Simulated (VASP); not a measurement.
# MnSi (Fm-3m) in VASP: further runs

MnSi is run at these levels: PBE; tasks: single point.

Program: VASP 6.6.1. These are calculated values, not measurements. Logs are shortened: lines on timing, memory, paths and dates and some standing lists are left out, and cuts for length are marked.

### Step 1. The cell of the first run

The structure is cubic, space group Fm-3m (No. 225). Conventional cell: a = 4.873 Å, b = 4.873 Å, c = 4.873 Å, α = 90.00°, β = 90.00°, γ = 90.00°. Mn (site symmetry m-3m) has 6 Si at 2.44 Å within 3.2 Å. Si (site symmetry m-3m) has 6 Mn at 2.44 Å within 3.2 Å.

### Step 2. Single point, PBE, collinear spin, ferromagnetic start

The input, INCAR:

```
SYSTEM = MnSi
  PREC = Accurate
  ENCUT = 520
  EDIFF = 1E-6
  ISMEAR = 0
  SIGMA = 0.1
  LREAL = .FALSE.
  LASPH = .TRUE.
  NELM = 150
  ALGO = Normal
  ISIF = 2
  LWAVE = .FALSE.
  LCHARG = .FALSE.
  ISPIN = 2
  MAGMOM = 4 0
  LORBIT = 11
  LMAXMIX = 4
  GGA = PE
  NBANDS = 20
```

The input, KPOINTS:

```
regular mesh
0
G
  6 6 6
  0 0 0
```

The input, POSCAR:

```
MnSi
1.0
    0.0000000000      2.4364189200      2.4364189200
    2.4364189200      0.0000000000      2.4364189200
    2.4364189200      2.4364189200      0.0000000000
Mn Si
1 1
Direct
    0.0000000000      0.0000000000      0.0000000000
    0.5000000000      0.5000000000      0.5000000000
```

Potentials or basis: VASP PAW PBE potentials, release 64 (Mn_pv, Si).

Launch:

```bash
cat potpaw_PBE.64/Mn_pv/POTCAR potpaw_PBE.64/Si/POTCAR > POTCAR
mpirun -np 1 vasp_std > vasp.out
```

OUTCAR:

```text
SYSTEM = MnSi
   PREC = Accurate
   ENCUT = 520
   EDIFF = 1E-6
   ISMEAR = 0
   LREAL = .FALSE.
   LASPH = .TRUE.
   NELM = 150
   ISIF = 2
   ISPIN = 2
   LORBIT = 11
   GGA = PE

 ion  position               nearest neighbor table
   1  0.000  0.000  0.000-   2 2.44   2 2.44   2 2.44   2 2.44   2 2.44   2 2.44
   2  0.500  0.500  0.500-   1 2.44   1 2.44   1 2.44   1 2.44   1 2.44   1 2.44

  LATTYP: Found a face centered cubic cell.
 ALAT       =     4.8728378400

  Lattice vectors:

 A1 = (   0.0000000000,   2.4364189200,   2.4364189200)
 A2 = (   2.4364189200,   0.0000000000,   2.4364189200)
 A3 = (   2.4364189200,   2.4364189200,   0.0000000000)

Analysis of symmetry for initial positions (statically):
=====================================================================
 Subroutine PRICEL returns:
 Original cell was already a primitive cell.

 Routine SETGRP: Setting up the symmetry group for a
 face centered cubic supercell.

 Subroutine GETGRP returns: Found 48 space group operations
 (whereof 48 operations were pure point group operations)
 out of a pool of 48 trial point group operations.

The static configuration has the point symmetry O_h .

Analysis of symmetry for dynamics (positions and initial velocities):
=====================================================================
 Subroutine PRICEL returns:
 Original cell was already a primitive cell.

 Routine SETGRP: Setting up the symmetry group for a
 face centered cubic supercell.

 Subroutine GETGRP returns: Found 48 space group operations
 (whereof 48 operations were pure point group operations)
 out of a pool of 48 trial point group operations.

The dynamic configuration has the point symmetry O_h .

Analysis of structural, dynamic, and magnetic symmetry:
=====================================================================
 Subroutine PRICEL returns:
 Original cell was already a primitive cell.

 Routine SETGRP: Setting up the symmetry group for a
 face centered cubic supercell.

 Subroutine GETGRP returns: Found 48 space group operations
 (whereof 48 operations were pure point group operations)
 out of a pool of 48 trial point group operations.

The overall configuration has the point symmetry O_h .

 Subroutine INISYM returns: Found 48 space group operations
 (whereof 48 operations are pure point group operations),
 and found     1 'primitive' translations

----------------------------------------------------------------------------------------

                                     Primitive cell

  volume of cell :      28.9258

  direct lattice vectors                    reciprocal lattice vectors
     0.000000000  2.436418920  2.436418920    -0.205219224  0.205219224  0.205219224
     2.436418920  0.000000000  2.436418920     0.205219224 -0.205219224  0.205219224
     2.436418920  2.436418920  0.000000000     0.205219224  0.205219224 -0.205219224

  length of vectors
     3.445616680  3.445616680  3.445616680     0.355450123  0.355450123  0.355450123

  position of ions in fractional coordinates (direct lattice)
     0.000000000  0.000000000  0.000000000
     0.500000000  0.500000000  0.500000000

  ion indices of the primitive-cell ions
   primitive index   ion index
                 1           1
                 2           2

----------------------------------------------------------------------------------------

 KPOINTS: regular mesh

Automatic generation of k-mesh.
 Grid dimensions read from file:
 generate k-points for:    6    6    6

 Generating k-lattice:

  Cartesian coordinates                     Fractional coordinates (reciprocal lattice)
    -0.034203204  0.034203204  0.034203204     0.166666667  0.000000000  0.000000000
     0.034203204 -0.034203204  0.034203204     0.000000000  0.166666667  0.000000000
     0.034203204  0.034203204 -0.034203204     0.000000000  0.000000000  0.166666667

  Length of vectors
     0.059241687  0.059241687  0.059241687

  Shift w.r.t. Gamma in fractional coordinates (k-lattice)
     0.000000000  0.000000000  0.000000000

 Subroutine IBZKPT returns following result:
 ===========================================

 Found     16 irreducible k-points:

 Following reciprocal coordinates:
            Coordinates               Weight
  0.000000  0.000000  0.000000      1.000000
  0.166667  0.000000  0.000000      8.000000
  0.333333  0.000000  0.000000      8.000000
  0.500000  0.000000  0.000000      4.000000
  0.166667  0.166667  0.000000      6.000000
  0.333333  0.166667  0.000000     24.000000
[... 8 lines left out ...]
 -0.333333  0.333333  0.166667     24.000000
 -0.333333  0.500000  0.166667     12.000000
   k-points           NKPTS =     16   k-points in BZ     NKDIM =     16   number of bands    NBANDS=     20
   number of dos      NEDOS =    301   number of ions     NIONS =      2
   total plane-waves  NPLWV =  21952
   dimension x,y,z NGX =    28 NGY =   28 NGZ =   28
   dimension x,y,z NGXF=    56 NGYF=   56 NGZF=   56
   ions per type =               1   1
   NGX,Y,Z   is equivalent  to a cutoff of  13.51, 13.51, 13.51 a.u.
   NGXF,Y,Z  is equivalent  to a cutoff of  27.02, 27.02, 27.02 a.u.
 SYSTEM =  MnSi
   PREC   = accura    normal or accurate (medium, high low for compatibility)
   ISTART =      0    job   : 0-new  1-cont  2-samecut
   ICHARG =      2    charge: 1-file 2-atom 10-const
   ISPIN  =      2    spin polarized calculation?
   LNONCOLLINEAR =      F non collinear calculations
   LSORBIT =      F    spin-orbit coupling
   LASPH  =      T    aspherical Exc in radial PAW
   ENCUT  =  520.0 eV  38.22 Ry    6.18 a.u.   6.41  6.41  6.41*2*pi/ulx,y,z
   NELM   =    150;   NELMIN=  2; NELMDL= -5     # of ELM steps
   EDIFF  = 0.1E-05   stopping-criterion for ELM
   LREAL  =      F    real-space projection
   EDIFFG = 0.1E-04   stopping-criterion for IOM
   NSW    =      0    number of steps for IOM
   IBRION =     -1    ionic relax: 0-MD 1-quasi-New 2-CG
   NFREE  =      0    steps in history (QN), initial steepest desc. (CG)
   ISIF   =      2    stress and relaxation
   ISYM   =      2    0-nonsym 1-usesym 2-fastsym
   POTIM  = 0.5000    time-step for ionic-motion
   TEBEG  =    0.0;   TEEND  =   0.0 temperature during run
   PSTRESS=    0.0 pullay stress
   NELECT =      17.0000    total number of electrons
   NUPDOWN=      -1.0000    fix difference up-down
   EMIN   =  10.00;   EMAX   =-10.00  energy-range for DOS
   EFERMI =   0.00;   METHOD = LEGACY
   ISMEAR =     0;   SIGMA  =   0.10  broadening in eV -4-tet -1-fermi 0-gaus
   EFERMI_NEDOS =   21; number of points for ismear=-14 and -15
   IALGO  =     38    algorithm
   IMIX   =      4    mixing-type and parameters
     AMIX     =   0.40;   BMIX     =  1.00
     AMIX_MAG =   1.60;   BMIX_MAG =  1.00
  volume/ion in A,a.u.               =      14.46        97.60
  Fermi-wavevector in a.u.,A,eV,Ry     =   1.371290  2.591362 25.584873  1.880435
  Thomas-Fermi vector in A             =   2.497000
   LORBIT       =     11    0 simple, 1 ext, 2 COOP (PROOUT), +10 PAW based schemes
   GGA     = PE    functional components
   LHFCALC =     F    Hartree Fock is set to
   AEXX    =    0.0000 exact exchange contribution
   IVDW    =     0    specifies the selected vdW correction
   LEPSILON=     F    determine dielectric tensor
   LRPA    =     F    only Hartree local field effects (RPA)
 spin polarized calculation
 Gauss-broadening in eV      SIGMA  =   0.10
  energy-cutoff  :      520.00
  volume of cell :       28.93
 maximum number of plane-waves:       791
 NGX is ok and might be reduce to    28
   NGX = 13   NGY = 13   NGZ = 13

 number of electron      17.0000006 magnetization       2.4340834

 Free energy of the ion-electron system (eV)
  ---------------------------------------------------
  ext. energy  EPLUGINS =         0.00000000
  ---------------------------------------------------
  free energy    TOTEN  =       -14.15963480 eV

  energy without entropy =      -14.14952513  energy(sigma->0) =      -14.15457996

 E-fermi :   8.5583     XC(G=0): -11.6083

 val. band max:        8.4999670606   @ k =   0.1667   0.0000   0.0000
 cond. band min:       8.5645885235   @ k =   0.5000   0.5000   0.0000
 fundamental gap:      0.0646214629
 Fermi energy:         8.5582720452

 spin component 1

 k-point     1 :       0.0000    0.0000    0.0000
  band No.  band energies     occupation
      1     -40.7303      1.00000
      2     -40.7303      1.00000
      3     -40.7303      1.00000
      4      -2.8760      1.00000
      5       5.9324      1.00000
      6       5.9324      1.00000
[... 12 lines left out ...]
     19      22.9287      0.00000
     20      23.7606      0.00000
[... 323 lines left out ...]
 k-point    16 :      -0.3333    0.5000    0.1667
  band No.  band energies     occupation
      1     -40.7484      1.00000
      2     -40.7422      1.00000
      3     -40.7394      1.00000
      4       1.2420      1.00000
      5       4.1600      1.00000
      6       4.6426      1.00000
[... 12 lines left out ...]
     19      27.9488      0.00000
     20      29.0682      0.00000
 Fermi energy:         8.5582720452

 spin component 2

 k-point     1 :       0.0000    0.0000    0.0000
  band No.  band energies     occupation
      1     -38.0377      1.00000
      2     -38.0377      1.00000
      3     -38.0377      1.00000
      4      -2.8580      1.00000
      5       8.0168      1.00000
      6       8.0168      1.00000
[... 12 lines left out ...]
     19      23.2630      0.00000
     20      24.6064      0.00000
[... 323 lines left out ...]
 k-point    16 :      -0.3333    0.5000    0.1667
  band No.  band energies     occupation
      1     -38.0592      1.00000
      2     -38.0519      1.00000
      3     -38.0485      1.00000
      4       1.3214      1.00000
      5       4.3868      1.00000
      6       5.5376      1.00000
[... 12 lines left out ...]
     19      27.9926      0.00000
     20      29.2184      0.00000

------------------------ aborting loop because EDIFF is reached ----------------------------------------

  FORCE on cell =-STRESS in cart. coord.  units (eV):
  Direction    XX          YY          ZZ          XY          YZ          ZX
  --------------------------------------------------------------------------------------
  -------------------------------------------------------------------------------------
  Total       -0.4640148     -0.4640148     -0.4640148      0.0000000      0.0000000      0.0000000
  in kB      -25.7013851    -25.7013851    -25.7013851      0.0000000      0.0000000      0.0000000
  external PRESSURE =     -25.7013851 kB  Pullay stress =       0.0000000 kB

 VOLUME and BASIS-vectors are now :
 -----------------------------------------------------------------------------
  energy-cutoff  :      520.00
  volume of cell :       28.93
      direct lattice vectors                 reciprocal lattice vectors
     0.000000000  2.436418920  2.436418920    -0.205219224  0.205219224  0.205219224
     2.436418920  0.000000000  2.436418920     0.205219224 -0.205219224  0.205219224
     2.436418920  2.436418920  0.000000000     0.205219224  0.205219224 -0.205219224

 POSITION                                       TOTAL-FORCE (eV/Angst)
 -----------------------------------------------------------------------------------
      0.00000      0.00000      0.00000        -0.000000     -0.000000     -0.000000
      2.43642      2.43642      2.43642         0.000000      0.000000      0.000000
 -----------------------------------------------------------------------------------
    total drift:                               -0.000000      0.000000      0.000000

  FREE ENERGIE OF THE ION-ELECTRON SYSTEM (eV)
  ---------------------------------------------------
  free  energy   TOTEN  =       -14.1596347953 eV

  energy  without entropy=      -14.1495251308  energy(sigma->0) =      -14.15457996

 total charge

# of ion       s       p       d       tot
------------------------------------------
    1        0.315   6.249   5.194  11.758
    2        0.785   0.891   0.000   1.676
--------------------------------------------------
tot          1.100   7.140   5.194  13.434

 magnetization (x)

# of ion       s       p       d       tot
------------------------------------------
    1        0.053   0.005   2.508   2.566
    2       -0.024  -0.099   0.000  -0.123
--------------------------------------------------
tot          0.029  -0.094   2.508   2.442
```

Wall time 23 s (1 thread of AMD EPYC 7R43 (Zen 3), shared host); peak memory 0.14 GiB.

Results:

```
Free energy                                           : -14.1596 eV
Pressure                                              : -2.6 GPa
Net moment                                            : 2.43 μB per cell
Site moments                                          : Mn +2.57; Si -0.12 μB
Valence electrons inside the program's atomic spheres : Mn 11.76; Si 1.68
```

Caveat: the k points lie up to 0.37 Å⁻¹ apart.

### Step 3. Single point, PBE, collinear spin, ferrimagnetic start

This run uses another cell than the first one, of 14.23 Å³/atom, 0.984 times its volume.

The input, INCAR:

```
PREC = Accurate ; ENCUT = 520
EDIFF = 1E-6 ; ISMEAR = 0
SIGMA = 0.1 ; LREAL = False
LASPH = True ; NELM = 150
ALGO = Normal ; ISIF = 2
LWAVE = False ; LCHARG = False
ISPIN = 2 ; MAGMOM = 2.73 -0.14
LORBIT = 11 ; LMAXMIX = 4
GGA = PE ; NBANDS = 20
```

The input, KPOINTS:

```
regular mesh
0
Gamma
  20 20 20
```

The input, POSCAR:

```
MnSi
1.0
    0.0000000000      2.4230475078      2.4230475078
    2.4230475078      0.0000000000      2.4230475078
    2.4230475078      2.4230475078      0.0000000000
Mn Si
1 1
Direct
    0.0000000000      0.0000000000      0.0000000000
    0.5000000000      0.5000000000      0.5000000000
```

Potentials or basis: VASP PAW PBE potentials, release 64 (Mn_pv, Si).

Launch:

```bash
cat potpaw_PBE.64/Mn_pv/POTCAR potpaw_PBE.64/Si/POTCAR > POTCAR
mpirun -np 1 vasp_std > vasp.out
```

OUTCAR:

```text
PREC = Accurate
   ENCUT = 520
   EDIFF = 1E-6
   ISMEAR = 0
   LREAL = False
   LASPH = True
   NELM = 150
   ISIF = 2
   ISPIN = 2
   LORBIT = 11
   GGA = PE

 ion  position               nearest neighbor table
   1  0.000  0.000  0.000-   2 2.42   2 2.42   2 2.42   2 2.42   2 2.42   2 2.42
   2  0.500  0.500  0.500-   1 2.42   1 2.42   1 2.42   1 2.42   1 2.42   1 2.42

  LATTYP: Found a face centered cubic cell.
 ALAT       =     4.8460950156

  Lattice vectors:

 A1 = (   0.0000000000,   2.4230475078,   2.4230475078)
 A2 = (   2.4230475078,   0.0000000000,   2.4230475078)
 A3 = (   2.4230475078,   2.4230475078,   0.0000000000)

Analysis of symmetry for initial positions (statically):
=====================================================================
 Subroutine PRICEL returns:
 Original cell was already a primitive cell.

 Routine SETGRP: Setting up the symmetry group for a
 face centered cubic supercell.

 Subroutine GETGRP returns: Found 48 space group operations
 (whereof 48 operations were pure point group operations)
[... 751 lines left out ...]
      6       8.2122      1.00000
[... 541 lines left out ...]
     19      26.5487      0.00000
     20      30.9661      0.00000

 [... further k-points ...]

------------------------ aborting loop because EDIFF is reached ----------------------------------------

  FORCE on cell =-STRESS in cart. coord.  units (eV):
  Direction    XX          YY          ZZ          XY          YZ          ZX
  --------------------------------------------------------------------------------------
  -------------------------------------------------------------------------------------
  Total       -0.0008199     -0.0008199     -0.0008199      0.0000000      0.0000000      0.0000000
  in kB       -0.0461695     -0.0461695     -0.0461695      0.0000000      0.0000000      0.0000000
  external PRESSURE =      -0.0461695 kB  Pullay stress =       0.0000000 kB

 VOLUME and BASIS-vectors are now :
 -----------------------------------------------------------------------------
  energy-cutoff  :      520.00
  volume of cell :       28.45
      direct lattice vectors                 reciprocal lattice vectors
     0.000000000  2.423047508  2.423047508    -0.206351711  0.206351711  0.206351711
     2.423047508  0.000000000  2.423047508     0.206351711 -0.206351711  0.206351711
     2.423047508  2.423047508  0.000000000     0.206351711  0.206351711 -0.206351711

 POSITION                                       TOTAL-FORCE (eV/Angst)
 -----------------------------------------------------------------------------------
      0.00000      0.00000      0.00000         0.000000      0.000000     -0.000000
      2.42305      2.42305      2.42305         0.000000     -0.000000      0.000000
 -----------------------------------------------------------------------------------
    total drift:                               -0.000000      0.000000      0.000000

  FREE ENERGIE OF THE ION-ELECTRON SYSTEM (eV)
  ---------------------------------------------------
  free  energy   TOTEN  =       -14.1536692779 eV

  energy  without entropy=      -14.1460618799  energy(sigma->0) =      -14.14986558

 total charge

# of ion       s       p       d       tot
------------------------------------------
    1        0.321   6.255   5.209  11.784
    2        0.788   0.898   0.000   1.685
--------------------------------------------------
tot          1.109   7.152   5.209  13.470

 magnetization (x)

# of ion       s       p       d       tot
------------------------------------------
    1        0.056   0.008   2.517   2.582
    2       -0.022  -0.090   0.000  -0.112
--------------------------------------------------
tot          0.035  -0.082   2.517   2.470
```

It took 5.4 min on 1 thread of AMD EPYC 7R43 (Zen 3), shared host; peak memory 0.3 GiB.

What came out:

```
Free energy                                           : -14.1537 eV
Pressure                                              : 0.0 GPa
Net moment                                            : 2.48 μB per cell
Site moments                                          : Mn +2.58; Si -0.11 μB
Valence electrons inside the program's atomic spheres : Mn 11.78; Si 1.69
```

Levels at points of the mesh, in eV from the Fermi level:
Spin up:
```csv
k point,band 8,band 9,band 10,band 11,band 12,band 13
"(0.00, 0.00, 0.00)",-2.20,-2.20,3.68,3.68,3.68,10.15
"(0.50, 0.00, 0.00)",-1.66,-1.66,-0.90,5.96,5.96,6.03
"(0.50, 0.50, 0.00)",-1.51,-1.51,-0.15,-0.15,0.09,4.33
```
Spin down:
```csv
k point,band 4,band 5,band 6,band 7,band 8,band 9,band 10,band 11
"(0.00, 0.00, 0.00)",-11.54,-0.57,-0.57,-0.36,-0.36,-0.36,3.55,3.55
"(0.50, 0.00, 0.00)",-7.92,-6.04,-2.17,-2.17,0.99,0.99,1.65,5.95
"(0.50, 0.50, 0.00)",-7.63,-4.65,-1.92,-0.13,-0.13,-0.01,1.38,1.38
```
